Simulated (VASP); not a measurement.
A run of VASP 6.6.1 is set up as follows.

Contents of INCAR:

```
SYSTEM = InP
PREC     = Accurate       ! precision mode
ENCUT    = 520            ! plane-wave cutoff, eV
EDIFF    = 1E-6           ! SCF threshold, eV
ISMEAR   = 0              ! smearing method
SIGMA    = 0.15           ! smearing width, eV
LREAL    = .FALSE.        ! projectors in reciprocal space
LASPH    = .TRUE.         ! aspherical terms in the spheres
NELM     = 100            ! most SCF steps
ALGO     = Normal         ! electronic algorithm
ISIF     = 2              ! what is computed and relaxed
LWAVE    = .FALSE.        ! write WAVECAR
LCHARG   = .TRUE.         ! write CHGCAR
GGA      = PE             ! functional
LELF     = .TRUE.         ! ELF
LVHAR    = .TRUE.       
NBANDS   = 16             ! bands
```

The input KPOINTS:

```
regular mesh
0
G
  18 18 18
  0 0 0
```

Contents of POSCAR:

```
InP
1.0
    0.0000000000      2.8532652270      2.7701604146
    2.8532652270      0.0000000000      2.7701604146
    2.8532652270      2.8532652270      0.0000000000
In P
1 1
Direct
    0.0000000000      0.0000000000      0.0000000000
    0.5000000000      0.5000000000      0.5000000000
```

Potentials or basis: VASP PAW PBE potentials, release 64 (In_d, P).

The run is started by

```console
$ cat potpaw_PBE.64/In_d/POTCAR potpaw_PBE.64/P/POTCAR > POTCAR
$ mpirun -np 1 vasp_std > vasp.out
```

(1) Predict the pressure.

(2) Estimate the band gap on the k mesh.

## Answers

(1) -3.7 GPa.

(2) zero (bands 9 and 10 overlap by 2.50 eV).

Caveat: the cell differs from its parent crystal (strain +0.030 along x and y, +0.000 along z); the cell stands under tension; spin-orbit coupling is left out, which moves the levels of the heavy elements.
